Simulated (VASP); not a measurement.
Set up this calculation in VASP 6.6.1, as the native input.

| Quantity | Value |
| --- | --- |
| Task | single point |
| Functional | PBEsol |
| Potentials or basis | VASP PAW PBE potentials, release 64 (Zr_sv, Ti_sv, O) |
| Cutoff | 520 eV |
| k mesh | 8 × 8 × 4 |
| Occupations | gaussian, width 0.02 eV |
| Spin | no spin polarisation |
| Dipole correction | no |
| Further INCAR settings | ALGO = Normal; EDIFF = 1e-06; NBANDS = 60 |

The structure of ZrTi3O8 lies in POSCAR:

```
ZrTi3O8
1.0
    3.8581643414      0.0000000000      0.0000000000
    0.0000000000      3.8581643414      0.0000000000
    0.0000000000      0.0000000000      9.9791803722
Zr Ti O
1 3 8
Direct
    0.5000000000      0.5000000000      0.5000000000
    0.0000000000      0.0000000000      0.0000000000
    0.0000000000      0.5000000000      0.2365419895
    0.5000000000      0.0000000000      0.7634580105
    0.0000000000      0.5000000000      0.4380978682
    0.5000000000      0.0000000000      0.9610902287
    0.0000000000      0.0000000000      0.1986140011
    0.5000000000      0.5000000000      0.7215198789
    0.0000000000      0.5000000000      0.0389097713
    0.5000000000      0.0000000000      0.5619021318
    0.0000000000      0.0000000000      0.8013859989
    0.5000000000      0.5000000000      0.2784801211
```

These files were run (other wordings do the same):

INCAR

```
ALGO     = Normal         # electronic algorithm
EDIFF    = 1E-6           # SCF threshold, eV
ENCUT    = 520            # plane-wave cutoff, eV
GGA      = PS             # functional
ISIF     = 2              # what is computed and relaxed
ISMEAR   = 0              # smearing method
LASPH    = T              # aspherical terms in the spheres
LCHARG   = F              # write CHGCAR
LREAL    = F              # projectors in reciprocal space
LWAVE    = F              # write WAVECAR
NBANDS   = 60             # bands
NELM     = 60             # most SCF steps
PREC     = Accurate       # precision mode
SIGMA    = 0.02           # smearing width, eV
```

KPOINTS

```
k-points
0
Gamma
  8 8 4
```

Potentials or basis: VASP PAW PBE potentials, release 64 (Zr_sv, Ti_sv, O).

The run is started by

```bash
$ cat potpaw_PBE.64/Zr_sv/POTCAR potpaw_PBE.64/Ti_sv/POTCAR potpaw_PBE.64/O/POTCAR > POTCAR
$ mpirun -np 1 vasp_std > vasp.out
```

Results of the run:

```yaml
Pressure: -5.0 GPa
Largest_force: 0.097 eV/Å
Band_gap_on_the_k_mesh: 2.04 eV (least direct gap 2.17 eV)
```

Caveat: the cell stands under tension; the PAW data sets were made with another functional, which shifts forces and pressure a little.

Run time: 5.2 min on 1 thread of Intel(R) Xeon(R) 6975P-C (Granite Rapids) (shared host), peak memory 0.45 GiB.
